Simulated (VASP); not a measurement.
Input of a VASP 6.6.1 run:

Contents of INCAR:

```
  PREC = Accurate
  ENCUT = 520
  EDIFF = 1E-7
  ISMEAR = -1
  SIGMA = 0.08
  LREAL = False
  LASPH = True
  NELM = 60
  ALGO = Normal
  ISIF = 2
  LWAVE = False
  LCHARG = True
  GGA = PS
  LELF = True
  LVHAR = True
  NBANDS = 34
```

Contents of KPOINTS:

```
regular mesh
0
Gamma
  3 6 4
```

The input POSCAR:

```
Tl
1.0
    6.9120000000      0.0000000000      0.0000000000
   -1.7280000000      2.9929837955      0.0000000000
    0.0000000000      0.0000000000      5.5250000000
Tl
4
Direct
    0.1650767436      0.6630176224      0.2482977376
    0.6690947239      0.6757203307      0.2502237104
    0.3354584273      0.3390449362      0.7484162896
    0.8319184901      0.3232763911      0.7525125792
```

Potentials or basis: VASP PAW PBE potentials, release 64 (Tl_d).

Command:

```bash
$ cat potpaw_PBE.64/Tl_d/POTCAR > POTCAR
$ mpirun -np 1 vasp_std > vasp.out
```

What does it give for the pressure?

-0.1 GPa.

Estimate the band gap on the k mesh.

zero (bands 26 and 27 overlap by 4.37 eV).

Forces in eV/Å, atoms in the order of the input:
```
Tl   0.019  0.044  0.017
Tl  -0.016 -0.048  0.019
Tl  -0.014 -0.042 -0.003
Tl   0.011  0.045 -0.033
```

Caveat: the PAW data sets were made with another functional, which shifts forces and pressure a little; spin-orbit coupling is left out, which moves the levels of the heavy elements.
